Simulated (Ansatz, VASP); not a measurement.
**InP: VASP beside Ansatz**

File POSCAR:

```
InP
1.0
    0.0000000000      2.9538133435      2.9538133435
    2.9538133435      0.0000000000      2.9538133435
    2.9538133435      2.9538133435      0.0000000000
In P
1 1
Direct
    0.0000000000      0.0000000000      0.0000000000
    0.2500000000      0.2500000000      0.2500000000
```

File INCAR.step1:

```
PREC     = Accurate       # precision mode
ENCUT    = 400            # plane-wave cutoff, eV
EDIFF    = 1E-5           # SCF threshold, eV
ISMEAR   = 0              # smearing method
SIGMA    = 0.01           # smearing width, eV
LREAL    = False          # projectors in reciprocal space
LASPH    = True           # aspherical terms in the spheres
NELM     = 120            # most SCF steps
ALGO     = Normal         # electronic algorithm
ISIF     = 2              # what is computed and relaxed
LWAVE    = True           # write WAVECAR
LCHARG   = False          # write CHGCAR
NBANDS   = 16             # bands
GGA      = PE             # functional
GGA_COMPAT= False
```

INCAR.step2

```
PREC     = Accurate       # precision mode
ENCUT    = 400            # plane-wave cutoff, eV
EDIFF    = 1E-6           # SCF threshold, eV
ISMEAR   = 0              # smearing method
SIGMA    = 0.01           # smearing width, eV
LREAL    = False          # projectors in reciprocal space
LASPH    = True           # aspherical terms in the spheres
NELM     = 120            # most SCF steps
ALGO     = Normal         # electronic algorithm
ISIF     = 2              # what is computed and relaxed
LWAVE    = False          # write WAVECAR
LCHARG   = False          # write CHGCAR
GGA      = PE             # functional
LHFCALC  = True           # exact exchange
AEXX     = 0.25           # exact-exchange fraction
PRECFOCK = Normal       
NBANDS   = 16             # bands
ISTART   = 1            
GGA_COMPAT= False
```

The input KPOINTS:

```
Automatic mesh
0
Gamma
  4 4 4
```

Input for Ansatz:

```yaml
crystal:
  lattice:
    - [0.0, 2.9538133435, 2.9538133435]
    - [2.9538133435, 0.0, 2.9538133435]
    - [2.9538133435, 2.9538133435, 0.0]
  atoms:
    - { symbol: In, position: [0.0, 0.0, 0.0] }
    - { symbol: P, position: [0.25, 0.25, 0.25] }
kpoints:
  mp_grid: { grid: [4, 4, 4] }
hamiltonian:
  xc: pbe0
scf:
  occupations: { method: fixed }
  n_extra_bands: 4
output:
  forces: true
  stress: true
  eigenvalues: true
```

Alike in both runs: task single point; functional PBE0; k mesh 4 × 4 × 4; no spin polarisation.

|  | VASP | Ansatz |
| --- | --- | --- |
| version | VASP 6.6.1 | Ansatz 0.2.0 |
| potentials or method | VASP PAW PBE potentials, release 64 (In_d, P) | plane waves |
| plane-wave cutoff (eV) | 400 | 420 |
| occupations | gaussian, width 0.01 eV | fixed |
| valence electrons in the cell | 18 | 18 |

|  | VASP | Ansatz | Ansatz less VASP |
| --- | --- | --- | --- |
| gap on the k mesh at the Fermi level (eV) | 2.10 | 2.05 | -0.048 |
| pressure (GPa) | -0.5 | -0.2 | +0.25 |

Ansatz's warnings: stress exchange threshold loose, stress scf threshold loose.

The k mesh is coarse, so the values compare programs but aren't converged.
